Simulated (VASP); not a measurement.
# GaP in VASP: single point with PBEsol

Aim: the single point of GaP with PBEsol.

All numbers are computed with VASP 6.6.1; they aren't measurements. Logs are shortened: lines on timing, memory, paths and dates and some standing lists are left out, and cuts for length are marked.

## 1. The cell of the first run

The cell holds a slab with vacuum, 12 atoms: a = 5.438 Å, b = 5.438 Å, c = 31.044 Å, α = 90.00°, β = 90.00°, γ = 90.00°.

## 2. Single point, PBEsol

Contents of INCAR:

```
SYSTEM = GaP
  PREC = Accurate
  ENCUT = 520
  EDIFF = 1E-7
  ISMEAR = 0
  SIGMA = 0.1
  LREAL = .FALSE.
  LASPH = .TRUE.
  NELM = 100
  ALGO = Normal
  ISIF = 2
  LWAVE = .FALSE.
  LCHARG = .FALSE.
  LDIPOL = .TRUE.
  IDIPOL = 3
  DIPOL = 0.5 0.5 0.364
  GGA = PS
  NBANDS = 66
```

Contents of KPOINTS:

```
regular mesh
0
G
  7 7 1
  0 0 0
```

Contents of POSCAR:

```
GaP
1.0
    5.4384501876      0.0000000000      0.0000000000
    0.0000000000      5.4384501876      0.0000000000
    0.0000000000      0.0000000000     31.0443136287
P Ga
6 6
Direct
    0.2548263256      0.2451736744      0.2572784051
    0.7451736744      0.7548263256      0.2572784051
    0.7641584480      0.2641584480      0.3474003735
    0.2358415520      0.7358415520      0.3474003735
    0.2798664491      0.2201335509      0.4373617584
    0.7201335509      0.7798664491      0.4373617584
    0.5000000000      0.0000000000      0.2998021939
    0.0000000000      0.5000000000      0.2967237099
    0.0000000000      0.0000000000      0.3906822530
    0.5000000000      0.5000000000      0.3906822530
    0.5000000000      0.0000000000      0.4959115700
    0.0000000000      0.5000000000      0.4085070351
```

Potentials or basis: VASP PAW PBE potentials, release 64 (P, Ga_d).

Run with:

```
cat potpaw_PBE.64/P/POTCAR potpaw_PBE.64/Ga_d/POTCAR > POTCAR
mpirun -np 1 vasp_std > vasp.out
```

OUTCAR:

```text
SYSTEM = GaP
   PREC = Accurate
   ENCUT = 520
   EDIFF = 1E-7
   ISMEAR = 0
   LREAL = .FALSE.
   LASPH = .TRUE.
   NELM = 100
   ISIF = 2
   GGA = PS

 ion  position               nearest neighbor table
   1  0.255  0.245  0.257-   7 2.30   8 2.31
   2  0.745  0.755  0.257-   7 2.30   8 2.31
   3  0.764  0.264  0.347-   9 2.35  10 2.35   8 2.40   7 2.51  12 2.62
   4  0.236  0.736  0.347-   9 2.35  10 2.35   8 2.40   7 2.51  12 2.62
   5  0.280  0.220  0.437-  12 2.33  10 2.42   9 2.42  11 2.48
   6  0.720  0.780  0.437-  12 2.33  10 2.42   9 2.42  11 2.48
   7  0.500  0.000  0.300-   1 2.30   2 2.30   3 2.51   4 2.51
   8  0.000  0.500  0.297-   1 2.31   2 2.31   3 2.40   4 2.40
   9  0.000  0.000  0.391-   3 2.35   4 2.35   5 2.42   6 2.42  12 2.77  12 2.77
  10  0.500  0.500  0.391-   3 2.35   4 2.35   5 2.42   6 2.42  12 2.77  12 2.77
  11  0.500  0.000  0.496-   5 2.48   6 2.48
  12  0.000  0.500  0.409-   5 2.33   6 2.33   3 2.62   4 2.62   9 2.77  10 2.77   9 2.77  10 2.77

  LATTYP: Found a simple tetragonal cell.
 ALAT       =     5.4384501876
 C/A-ratio  =     5.7083015488

  Lattice vectors:

 A1 = (   5.4384501876,   0.0000000000,   0.0000000000)
 A2 = (   0.0000000000,   5.4384501876,   0.0000000000)
 A3 = (   0.0000000000,   0.0000000000,  31.0443136287)

Analysis of symmetry for initial positions (statically):
=====================================================================
 Subroutine PRICEL returns:
 Original cell was already a primitive cell.

 Routine SETGRP: Setting up the symmetry group for a
 simple tetragonal supercell.

 Subroutine GETGRP returns: Found  4 space group operations
 (whereof  2 operations were pure point group operations)
 out of a pool of 16 trial point group operations.

The static configuration has the point symmetry C_2 .
 The point group associated with its full space group is C_2v.

Analysis of symmetry for dynamics (positions and initial velocities):
=====================================================================
 Subroutine PRICEL returns:
 Original cell was already a primitive cell.

 Routine SETGRP: Setting up the symmetry group for a
 simple tetragonal supercell.

 Subroutine GETGRP returns: Found  4 space group operations
 (whereof  2 operations were pure point group operations)
 out of a pool of 16 trial point group operations.

The dynamic configuration has the point symmetry C_2 .
 The point group associated with its full space group is C_2v.

 Subroutine INISYM returns: Found  4 space group operations
 (whereof  2 operations are pure point group operations),
 and found     1 'primitive' translations

----------------------------------------------------------------------------------------

                                     Primitive cell

  volume of cell :     918.1896

  direct lattice vectors                    reciprocal lattice vectors
     5.438450188  0.000000000  0.000000000     0.183875914  0.000000000  0.000000000
     0.000000000  5.438450188  0.000000000     0.000000000  0.183875914  0.000000000
     0.000000000  0.000000000 31.044313629     0.000000000  0.000000000  0.032212018

  length of vectors
     5.438450188  5.438450188 31.044313629     0.183875914  0.183875914  0.032212018

  position of ions in fractional coordinates (direct lattice)
     0.254826326  0.245173674  0.257278405
     0.745173674  0.754826326  0.257278405
     0.764158448  0.264158448  0.347400374
     0.235841552  0.735841552  0.347400374
     0.279866449  0.220133551  0.437361758
     0.720133551  0.779866449  0.437361758
     0.500000000  0.000000000  0.299802194
     0.000000000  0.500000000  0.296723710
     0.000000000  0.000000000  0.390682253
     0.500000000  0.500000000  0.390682253
     0.500000000  0.000000000  0.495911570
     0.000000000  0.500000000  0.408507035

  ion indices of the primitive-cell ions
   primitive index   ion index
                 1           1
                 2           2
                 3           3
                 4           4
                 5           5
                 6           6
                 7           7
                 8           8
                 9           9
                10          10
                11          11
                12          12

----------------------------------------------------------------------------------------

 KPOINTS: regular mesh

Automatic generation of k-mesh.
 Grid dimensions read from file:
 generate k-points for:    7    7    1

 Generating k-lattice:

  Cartesian coordinates                     Fractional coordinates (reciprocal lattice)
     0.026267988  0.000000000  0.000000000     0.142857143  0.000000000  0.000000000
     0.000000000  0.026267988  0.000000000     0.000000000  0.142857143  0.000000000
     0.000000000  0.000000000  0.032212018     0.000000000  0.000000000  1.000000000

  Length of vectors
     0.026267988  0.026267988  0.032212018

  Shift w.r.t. Gamma in fractional coordinates (k-lattice)
     0.000000000  0.000000000  0.000000000

 Subroutine IBZKPT returns following result:
 ===========================================

 Found     16 irreducible k-points:

 Following reciprocal coordinates:
            Coordinates               Weight
  0.000000  0.000000  0.000000      1.000000
  0.142857  0.000000  0.000000      4.000000
  0.285714  0.000000  0.000000      4.000000
  0.428571  0.000000  0.000000      4.000000
  0.142857  0.142857  0.000000      2.000000
 -0.142857  0.142857  0.000000      2.000000
[... 8 lines left out ...]
  0.428571  0.428571  0.000000      2.000000
 -0.428571  0.428571  0.000000      2.000000
   k-points           NKPTS =     16   k-points in BZ     NKDIM =     16   number of bands    NBANDS=     66
   number of dos      NEDOS =    301   number of ions     NIONS =     12
   total plane-waves  NPLWV = 384000
   dimension x,y,z NGX =    40 NGY =   40 NGZ =  240
   dimension x,y,z NGXF=    80 NGYF=   80 NGZF=  480
   ions per type =               6   6
   NGX,Y,Z   is equivalent  to a cutoff of  12.23, 12.23, 12.85 a.u.
   NGXF,Y,Z  is equivalent  to a cutoff of  24.45, 24.45, 25.70 a.u.
 SYSTEM =  GaP
   PREC   = accura    normal or accurate (medium, high low for compatibility)
   ISTART =      0    job   : 0-new  1-cont  2-samecut
   ICHARG =      2    charge: 1-file 2-atom 10-const
   ISPIN  =      1    spin polarized calculation?
   LNONCOLLINEAR =      F non collinear calculations
   LSORBIT =      F    spin-orbit coupling
   LASPH  =      T    aspherical Exc in radial PAW
   ENCUT  =  520.0 eV  38.22 Ry    6.18 a.u.  10.11 10.11 57.72*2*pi/ulx,y,z
   NELM   =    100;   NELMIN=  2; NELMDL= -5     # of ELM steps
   EDIFF  = 0.1E-06   stopping-criterion for ELM
   LREAL  =      F    real-space projection
   EDIFFG = 0.1E-05   stopping-criterion for IOM
   NSW    =      0    number of steps for IOM
   IBRION =     -1    ionic relax: 0-MD 1-quasi-New 2-CG
   NFREE  =      0    steps in history (QN), initial steepest desc. (CG)
   ISIF   =      2    stress and relaxation
   ISYM   =      2    0-nonsym 1-usesym 2-fastsym
   POTIM  = 0.5000    time-step for ionic-motion
   TEBEG  =    0.0;   TEEND  =   0.0 temperature during run
   PSTRESS=    0.0 pullay stress
   NELECT =     108.0000    total number of electrons
   NUPDOWN=      -1.0000    fix difference up-down
   EMIN   =  10.00;   EMAX   =-10.00  energy-range for DOS
   EFERMI =   0.00;   METHOD = LEGACY
   ISMEAR =     0;   SIGMA  =   0.10  broadening in eV -4-tet -1-fermi 0-gaus
   EFERMI_NEDOS =   21; number of points for ismear=-14 and -15
   IALGO  =     38    algorithm
   IMIX   =      4    mixing-type and parameters
     AMIX     =   0.40;   BMIX     =  1.00
     AMIX_MAG =   1.60;   BMIX_MAG =  1.00
  volume/ion in A,a.u.               =      76.52       516.35
  Fermi-wavevector in a.u.,A,eV,Ry     =   0.802119  1.515784  8.753912  0.643394
  Thomas-Fermi vector in A             =   1.909735
   LORBIT       =      0    0 simple, 1 ext, 2 COOP (PROOUT), +10 PAW based schemes
   GGA     = PS    functional components
   LHFCALC =     F    Hartree Fock is set to
   AEXX    =    0.0000 exact exchange contribution
   IVDW    =     0    specifies the selected vdW correction
   LEPSILON=     F    determine dielectric tensor
   LRPA    =     F    only Hartree local field effects (RPA)
 non-spin polarized calculation
 Gauss-broadening in eV      SIGMA  =   0.10
  energy-cutoff  :      520.00
  volume of cell :      918.19
 maximum number of plane-waves:     24788
   NGX = 21   NGY = 21   NGZ =115

 dipolmoment           0.000000      0.000000      0.095664 electrons x Angstroem

 number of electron     108.0000100 magnetization

 dipolmoment           0.000000      0.000000     -0.273879 electrons x Angstroem

 Free energy of the ion-electron system (eV)
  ---------------------------------------------------
  ext. energy  EPLUGINS =         0.00000000
  ---------------------------------------------------
  free energy    TOTEN  =       -51.90250451 eV

  energy without entropy =      -51.89139236  energy(sigma->0) =      -51.89694843

 E-fermi :  -2.7350     XC(G=0):  -3.1849

 val. band max:       -2.7636309650   @ k =   0.1429   0.1429   0.0000
 cond. band min:      -2.6135491251   @ k =   0.0000   0.0000   0.0000
 fundamental gap:      0.1500818399
 Fermi energy:        -2.7349639205

 k-point     1 :       0.0000    0.0000    0.0000
  band No.  band energies     occupation
      1     -18.0395      2.00000
      2     -17.9847      2.00000
      3     -17.9089      2.00000
      4     -17.8722      2.00000
      5     -17.8703      2.00000
      6     -17.5975      2.00000
[... 1093 lines left out ...]
     65       1.7697      0.00000
     66       1.8319      0.00000

------------------------ aborting loop because EDIFF is reached ----------------------------------------

 vacuum level on the upper side and lower side of the slab       (xc-potential included)        -0.836         0.813

  FORCE on cell =-STRESS in cart. coord.  units (eV):
  Direction    XX          YY          ZZ          XY          YZ          ZX
  --------------------------------------------------------------------------------------
  -------------------------------------------------------------------------------------
  Total       -0.3332973     -0.3332973      1.0669903     -4.3054262      0.0000000      0.0000000
  in kB       -0.5815808     -0.5815808      1.8618243     -7.5126708      0.0000000      0.0000000
  external PRESSURE =       0.2328876 kB  Pullay stress =       0.0000000 kB

 VOLUME and BASIS-vectors are now :
 -----------------------------------------------------------------------------
  energy-cutoff  :      520.00
  volume of cell :      918.19
      direct lattice vectors                 reciprocal lattice vectors
     5.438450188  0.000000000  0.000000000     0.183875914  0.000000000  0.000000000
     0.000000000  5.438450188  0.000000000     0.000000000  0.183875914  0.000000000
     0.000000000  0.000000000 31.044313629     0.000000000  0.000000000  0.032212018

 POSITION                                       TOTAL-FORCE (eV/Angst)
 -----------------------------------------------------------------------------------
      1.38586      1.33336      7.98703        -0.032807      0.032807     -0.103526
      4.05259      4.10509      7.98703         0.032807     -0.032807     -0.103526
      4.15584      1.43661     10.78481         0.016159      0.016159     -0.178536
      1.28261      4.00184     10.78481        -0.016159     -0.016159     -0.178536
      1.52204      1.19719     13.57760        -0.342647      0.342647     -0.615434
      3.91641      4.24126     13.57760         0.342647     -0.342647     -0.615434
      2.71923      0.00000      9.30715         0.000000      0.000000      0.169747
      0.00000      2.71923      9.21158         0.000000      0.000000      0.145960
      0.00000      0.00000     12.12846         0.000000      0.000000      0.136456
      2.71923      2.71923     12.12846         0.000000      0.000000      0.136456
      2.71923      0.00000     15.39523         0.000000      0.000000      0.651332
      0.00000      2.71923     12.68182         0.000000      0.000000      0.555042
 -----------------------------------------------------------------------------------
    total drift:                               -0.000000     -0.000000      0.000106

  FREE ENERGIE OF THE ION-ELECTRON SYSTEM (eV)
  ---------------------------------------------------
  free  energy   TOTEN  =       -51.9025045077 eV

  energy  without entropy=      -51.8913923584  energy(sigma->0) =      -51.89694843

 vacuum level on the upper side and lower side of the slab         1.785         3.464
```

Run time: 40 min. Hardware: 1 thread of Intel Xeon Platinum 8259CL at 2.50GHz (Skylake/Cascade Lake), shared host; peak memory 1.2 GiB.

Results:

- Free energy: -51.9025 eV
- Largest force: 0.783 eV/Å

Forces in eV/Å, atoms in the order of the input:
```
P   -0.033  0.033 -0.104
P    0.033 -0.033 -0.104
P    0.016  0.016 -0.179
P   -0.016 -0.016 -0.179
P   -0.343  0.343 -0.615
P    0.343 -0.343 -0.615
Ga   0.000  0.000  0.170
Ga   0.000  0.000  0.146
Ga   0.000  0.000  0.136
Ga   0.000  0.000  0.136
Ga   0.000  0.000  0.651
Ga   0.000  0.000  0.555
```

Levels at points of the mesh, in eV from the Fermi level:
| k point | band 51 | band 52 | band 53 | band 54 | band 55 | band 56 | band 57 | band 58 |
| --- | --- | --- | --- | --- | --- | --- | --- | --- |
| (0.00, 0.00, 0.00) | -0.86 | -0.85 | -0.33 | -0.08 | 0.12 | 0.67 | 1.14 | 1.59 |

Caveat: the PAW data sets were made with another functional, which shifts forces and pressure a little.
